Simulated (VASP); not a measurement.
# Sr2B (CdCl2 type) (R-3m) in VASP: notebook

Runs on Sr2B (CdCl2 type). Level: LDA. Tasks: single point.

Everything below comes from runs of VASP 6.6.1. Logs are shortened: lines on timing, memory, paths and dates and some standing lists are left out, and cuts for length are marked.

## Step 1: The cell of the first run

The typed cell holds 3 atoms: a = 4.703 Å, b = 4.703 Å, c = 4.703 Å, α = 59.97°, β = 59.97°, γ = 59.97°.

## Step 2: Single point, LDA (volume scaled by 0.9)

INCAR reads:

```
  ALGO = Normal
  EDIFF = 1E-6
  ENCUT = 520
  GGA = CA
  ISIF = 2
  ISMEAR = -1
  LASPH = True
  LCHARG = False
  LREAL = False
  LWAVE = False
  NBANDS = 18
  NELM = 80
  PREC = Accurate
  SIGMA = 0.05
```

KPOINTS reads:

```
k-points
0
Gamma
  10 10 10
```

POSCAR reads:

```
Sr2B
1.0
    2.3503232379     -1.3569597541      3.8409043699
    0.0000000000      2.7139195081      3.8409043699
   -2.3503232379     -1.3569597541      3.8409043699
B Sr
1 2
Direct
    0.0000000000      0.0000000000      0.0000000000
    0.2499809164      0.2499809164      0.2499809164
    0.7500190836      0.7500190836      0.7500190836
```

Potentials or basis: VASP PAW LDA potentials, release 64 (B, Sr_sv).

Run with:

```
$ cat potpaw_LDA.64/B/POTCAR potpaw_LDA.64/Sr_sv/POTCAR > POTCAR
$ mpirun -np 1 vasp_std > vasp.out
```

OUTCAR:

```text
EDIFF = 1E-6
   ENCUT = 520
   GGA = CA
   ISIF = 2
   ISMEAR = -1
   LASPH = True
   LREAL = False
   NELM = 80
   PREC = Accurate

 ion  position               nearest neighbor table
   1  0.000  0.000  0.000-   3 2.88   2 2.88   3 2.88   2 2.88   3 2.88   2 2.88   3 2.88   2 2.88

   2  0.250  0.250  0.250-   1 2.88   1 2.88   1 2.88   1 2.88   3 3.32   3 3.32   3 3.32   3 3.32
                             3 3.32   3 3.32
   3  0.750  0.750  0.750-   1 2.88   1 2.88   1 2.88   1 2.88   2 3.32   2 3.32   2 3.32   2 3.32
                             2 3.32   2 3.32

  LATTYP: Found a trigonal (rhomboedric) cell.
 ALAT       =     4.7029677306
 COS(alpha) =     0.5004934506

  Lattice vectors:

 A1 = (   2.3503232379,  -1.3569597541,   3.8409043699)
 A2 = (   0.0000000000,   2.7139195081,   3.8409043699)
 A3 = (  -2.3503232379,  -1.3569597541,   3.8409043699)

Analysis of symmetry for initial positions (statically):
=====================================================================
 Subroutine PRICEL returns:
 Original cell was already a primitive cell.

 Routine SETGRP: Setting up the symmetry group for a
 trigonal (rhombohedral) supercell.

 Subroutine GETGRP returns: Found 12 space group operations
 (whereof 12 operations were pure point group operations)
 out of a pool of 12 trial point group operations.

The static configuration has the point symmetry D_3d.

Analysis of symmetry for dynamics (positions and initial velocities):
=====================================================================
 Subroutine PRICEL returns:
 Original cell was already a primitive cell.

 Routine SETGRP: Setting up the symmetry group for a
 trigonal (rhombohedral) supercell.

 Subroutine GETGRP returns: Found 12 space group operations
 (whereof 12 operations were pure point group operations)
 out of a pool of 12 trial point group operations.

The dynamic configuration has the point symmetry D_3d.

 Subroutine INISYM returns: Found 12 space group operations
 (whereof 12 operations are pure point group operations),
 and found     1 'primitive' translations

----------------------------------------------------------------------------------------

                                     Primitive cell

  volume of cell :      73.4986

  direct lattice vectors                    reciprocal lattice vectors
     2.350323238 -1.356959754  3.840904370     0.212736696 -0.122823589  0.086785117
     0.000000000  2.713919508  3.840904370     0.000000000  0.245647177  0.086785117
    -2.350323238 -1.356959754  3.840904370    -0.212736696 -0.122823589  0.086785117

  length of vectors
     4.702967731  4.702967731  4.702967731     0.260526759  0.260526759  0.260526759

  position of ions in fractional coordinates (direct lattice)
     0.000000000  0.000000000  0.000000000
     0.249980916  0.249980916  0.249980916
     0.750019084  0.750019084  0.750019084

  ion indices of the primitive-cell ions
   primitive index   ion index
                 1           1
                 2           2
                 3           3

----------------------------------------------------------------------------------------

 KPOINTS: k-points

Automatic generation of k-mesh.
 Grid dimensions read from file:
 generate k-points for:   10   10   10

 Generating k-lattice:

  Cartesian coordinates                     Fractional coordinates (reciprocal lattice)
     0.021273670 -0.012282359  0.008678512     0.100000000  0.000000000  0.000000000
     0.000000000  0.024564718  0.008678512     0.000000000  0.100000000  0.000000000
    -0.021273670 -0.012282359  0.008678512     0.000000000  0.000000000  0.100000000

  Length of vectors
     0.026052676  0.026052676  0.026052676

  Shift w.r.t. Gamma in fractional coordinates (k-lattice)
     0.000000000  0.000000000  0.000000000

 Subroutine IBZKPT returns following result:
 ===========================================

 Found    116 irreducible k-points:

 Following reciprocal coordinates:
            Coordinates               Weight
  0.000000  0.000000  0.000000      1.000000
  0.100000  0.000000 -0.000000      6.000000
  0.200000  0.000000 -0.000000      6.000000
  0.300000  0.000000 -0.000000      6.000000
  0.400000 -0.000000 -0.000000      6.000000
  0.500000  0.000000  0.000000      3.000000
[... 16 lines left out ...]
  0.300000  0.300000  0.000000      6.000000
  0.400000  0.300000  0.000000     12.000000
 [... further k-points ...]
   k-points           NKPTS =    116   k-points in BZ     NKDIM =    116   number of bands    NBANDS=     18
   number of dos      NEDOS =    301   number of ions     NIONS =      3
   total plane-waves  NPLWV =  46656
   dimension x,y,z NGX =    36 NGY =   36 NGZ =   36
   dimension x,y,z NGXF=    72 NGYF=   72 NGZF=   72
   ions per type =               1   2
   NGX,Y,Z   is equivalent  to a cutoff of  12.73, 12.73, 12.73 a.u.
   NGXF,Y,Z  is equivalent  to a cutoff of  25.45, 25.45, 25.45 a.u.
 SYSTEM =  unknown system
   PREC   = accura    normal or accurate (medium, high low for compatibility)
   ISTART =      0    job   : 0-new  1-cont  2-samecut
   ICHARG =      2    charge: 1-file 2-atom 10-const
   ISPIN  =      1    spin polarized calculation?
   LNONCOLLINEAR =      F non collinear calculations
   LSORBIT =      F    spin-orbit coupling
   LASPH  =      T    aspherical Exc in radial PAW
   ENCUT  =  520.0 eV  38.22 Ry    6.18 a.u.   8.74  8.74  8.74*2*pi/ulx,y,z
   NELM   =     80;   NELMIN=  2; NELMDL= -5     # of ELM steps
   EDIFF  = 0.1E-05   stopping-criterion for ELM
   LREAL  =      F    real-space projection
   EDIFFG = 0.1E-04   stopping-criterion for IOM
   NSW    =      0    number of steps for IOM
   IBRION =     -1    ionic relax: 0-MD 1-quasi-New 2-CG
   NFREE  =      0    steps in history (QN), initial steepest desc. (CG)
   ISIF   =      2    stress and relaxation
   ISYM   =      2    0-nonsym 1-usesym 2-fastsym
   POTIM  = 0.5000    time-step for ionic-motion
   TEBEG  =    0.0;   TEEND  =   0.0 temperature during run
   PSTRESS=    0.0 pullay stress
   NELECT =      23.0000    total number of electrons
   NUPDOWN=      -1.0000    fix difference up-down
   EMIN   =  10.00;   EMAX   =-10.00  energy-range for DOS
   EFERMI =   0.00;   METHOD = LEGACY
   ISMEAR =    -1;   SIGMA  =   0.05  broadening in eV -4-tet -1-fermi 0-gaus
   EFERMI_NEDOS =   21; number of points for ismear=-14 and -15
   IALGO  =     38    algorithm
   IMIX   =      4    mixing-type and parameters
     AMIX     =   0.40;   BMIX     =  1.00
     AMIX_MAG =   1.60;   BMIX_MAG =  1.00
  volume/ion in A,a.u.               =      24.50       165.33
  Fermi-wavevector in a.u.,A,eV,Ry     =   1.111453  2.100341 16.807647  1.235327
  Thomas-Fermi vector in A             =   2.248016
   LORBIT       =      0    0 simple, 1 ext, 2 COOP (PROOUT), +10 PAW based schemes
   GGA     = CA    functional components
   LHFCALC =     F    Hartree Fock is set to
   AEXX    =    0.0000 exact exchange contribution
   IVDW    =     0    specifies the selected vdW correction
   LEPSILON=     F    determine dielectric tensor
   LRPA    =     F    only Hartree local field effects (RPA)
 non-spin polarized calculation
  energy-cutoff  :      520.00
  volume of cell :       73.50
 maximum number of plane-waves:      2006
   NGX = 17   NGY = 17   NGZ = 17

 number of electron      23.0000000 magnetization

 Free energy of the ion-electron system (eV)
  ---------------------------------------------------
  ext. energy  EPLUGINS =         0.00000000
  ---------------------------------------------------
  free energy    TOTEN  =        -9.53785720 eV

  energy without entropy =       -9.51313274  energy(sigma->0) =       -9.52549497

 E-fermi :   3.0587     XC(G=0):  -9.5762

 val. band max:        3.0537641585   @ k =  -0.4000   0.5000   0.1000
 cond. band min:       3.0665356707   @ k =   0.5000   0.5000   0.0000
 fundamental gap:      0.0127715122
 Fermi energy:         3.0586666335

 k-point     1 :       0.0000    0.0000    0.0000
  band No.  band energies     occupation
      1     -31.9999      2.00000
      2     -31.6801      2.00000
      3     -14.4111      2.00000
      4     -14.4099      2.00000
      5     -14.4099      2.00000
      6     -13.6694      2.00000
[... 10 lines left out ...]
     17       9.2510      0.00000
     18       9.2510      0.00000

 k-point     2 :       0.1000    0.0000   -0.0000
  band No.  band energies     occupation
      1     -31.9918      2.00000
      2     -31.6877      2.00000
      3     -14.4019      2.00000
      4     -14.3963      2.00000
      5     -14.3953      2.00000
      6     -13.7020      2.00000
[... 10 lines left out ...]
     17       9.0875      0.00000
     18       9.0901      0.00000

 k-point     3 :       0.2000    0.0000   -0.0000
  band No.  band energies     occupation
      1     -31.9685      2.00000
      2     -31.7098      2.00000
      3     -14.3763      2.00000
      4     -14.3528      2.00000
      5     -14.3519      2.00000
      6     -13.7909      2.00000
[... 10 lines left out ...]
     17       8.6335      0.00000
     18       8.6354      0.00000

 k-point     4 :       0.3000    0.0000   -0.0000
  band No.  band energies     occupation
      1     -31.9324      2.00000
      2     -31.7444      2.00000
      3     -14.3304      2.00000
      4     -14.2825      2.00000
      5     -14.2818      2.00000
      6     -13.9132      2.00000
[... 375 lines left out ...]
      4     -14.1752      2.00000
      5     -14.1328      2.00000
      6     -14.0689      2.00000
[... 10 lines left out ...]
     17       7.9422      0.00000
     18       8.1187      0.00000

 k-point    23 :       0.3000    0.3000    0.0000
  band No.  band energies     occupation
      1     -31.9272      2.00000
      2     -31.7470      2.00000
      3     -14.5293      2.00000
      4     -14.5285      2.00000
      5     -14.4389      2.00000
      6     -13.8054      2.00000
[... 10 lines left out ...]
     17       7.4501      0.00000
     18       7.5067      0.00000

 k-point    24 :       0.4000    0.3000    0.0000
  band No.  band energies     occupation
      1     -31.9063      2.00000
      2     -31.7663      2.00000
      3     -14.5800      2.00000
      4     -14.5372      2.00000
      5     -14.5337      2.00000
      6     -13.6733      2.00000
[... 10 lines left out ...]
     17       7.2434      0.00000
     18       8.4314      0.00000

 [... further k-points ...]

------------------------ aborting loop because EDIFF is reached ----------------------------------------

  FORCE on cell =-STRESS in cart. coord.  units (eV):
  Direction    XX          YY          ZZ          XY          YZ          ZX
  --------------------------------------------------------------------------------------
  -------------------------------------------------------------------------------------
  Total        2.1163448      2.1163448      2.1041498      0.0000000     -0.0000000      0.0000000
  in kB       46.1336376     46.1336376     45.8678015      0.0000000     -0.0000000      0.0000000
  external PRESSURE =      46.0450256 kB  Pullay stress =       0.0000000 kB

 VOLUME and BASIS-vectors are now :
 -----------------------------------------------------------------------------
  energy-cutoff  :      520.00
  volume of cell :       73.50
      direct lattice vectors                 reciprocal lattice vectors
     2.350323238 -1.356959754  3.840904370     0.212736696 -0.122823589  0.086785117
     0.000000000  2.713919508  3.840904370     0.000000000  0.245647177  0.086785117
    -2.350323238 -1.356959754  3.840904370    -0.212736696 -0.122823589  0.086785117

 POSITION                                       TOTAL-FORCE (eV/Angst)
 -----------------------------------------------------------------------------------
      0.00000      0.00000      0.00000         0.000000     -0.000000     -0.000000
      0.00000     -0.00000      2.88046        -0.000000      0.000000     -0.000802
      0.00000     -0.00000      8.64225        -0.000000     -0.000000      0.000802
 -----------------------------------------------------------------------------------
    total drift:                                0.000000      0.000000     -0.000000

  FREE ENERGIE OF THE ION-ELECTRON SYSTEM (eV)
  ---------------------------------------------------
  free  energy   TOTEN  =        -9.5378571953 eV

  energy  without entropy=       -9.5131327392  energy(sigma->0) =       -9.52549497
```

Wall time 46 s (1 thread of Intel Xeon 6975P-C (Granite Rapids), shared host); peak memory 0.27 GiB.

What came out:

```
Free energy : -9.5379 eV
Pressure    : 4.6 GPa
```

Levels at points of the mesh, in eV from the Fermi level:
```tsv
k point	band 9	band 10	band 11	band 12	band 13	band 14	band 15	band 16
(0.00, 0.00, 0.00)	-6.19	-1.33	-1.32	-1.32	1.00	1.00	1.56	6.19
(0.50, 0.00, 0.00)	-5.05	-1.50	-0.24	-0.24	2.43	2.55	2.56	3.88
(0.50, 0.50, 0.00)	-4.94	-2.03	0.01	0.59	0.59	1.82	2.02	4.67
(0.50, 0.50, 0.50)	-5.05	-1.51	-0.24	-0.24	2.43	2.55	2.55	3.88
```

Caveat: the cell differs from its parent crystal (volume scaled by 0.9).

## Step 3: Single point, LDA

This run uses another cell than the first one, of 27.22 Å³/atom, 1.111 times its volume.

INCAR reads:

```
SYSTEM = Sr2B
PREC = Accurate ; ENCUT = 520
EDIFF = 1E-7 ; ISMEAR = -1
SIGMA = 0.05 ; LREAL = .False.
LASPH = .True. ; NELM = 80
ALGO = Normal ; ISIF = 2
LWAVE = .False. ; LCHARG = .False.
GGA = CA ; NBANDS = 18
```

KPOINTS reads:

```
Automatic mesh
0
Gamma
  10 10 10
  0 0 0
```

POSCAR reads:

```
Sr2B
1.0
    2.4343335881     -1.4054631524      3.9781943035
    0.0000000000      2.8109263047      3.9781943035
   -2.4343335881     -1.4054631524      3.9781943035
B Sr
1 2
Direct
    0.0000000000      0.0000000000      0.0000000000
    0.2499809164      0.2499809164      0.2499809164
    0.7500190836      0.7500190836      0.7500190836
```

Potentials or basis: VASP PAW LDA potentials, release 64 (B, Sr_sv).

Run with:

```
$ cat potpaw_LDA.64/B/POTCAR potpaw_LDA.64/Sr_sv/POTCAR > POTCAR
$ mpirun -np 1 vasp_std > vasp.out
```

It took 52 s on 1 thread of Intel Xeon 6975P-C (Granite Rapids), shared host; peak memory 0.28 GiB.

The run converged. Its results:

| Item | Value |
| --- | --- |
| Free energy | -9.6517 eV |
| Pressure | 0.2 GPa |

Levels at points of the mesh, in eV from the Fermi level:
```tsv
k point	band 8	band 9	band 10	band 11	band 12	band 13	band 14	band 15	band 16	band 17
(0.00, 0.00, 0.00)	-16.99	-6.03	-1.09	-1.08	-1.08	1.09	1.09	1.24	5.70	5.70
(0.50, 0.00, 0.00)	-17.29	-5.03	-1.58	-0.19	-0.19	2.35	2.41	2.41	3.35	4.10
(0.50, 0.50, 0.00)	-16.83	-4.87	-1.98	0.00	0.47	0.47	1.65	2.01	4.33	4.33
(0.50, 0.50, 0.50)	-17.29	-5.03	-1.58	-0.19	-0.19	2.36	2.41	2.41	3.35	4.09
```
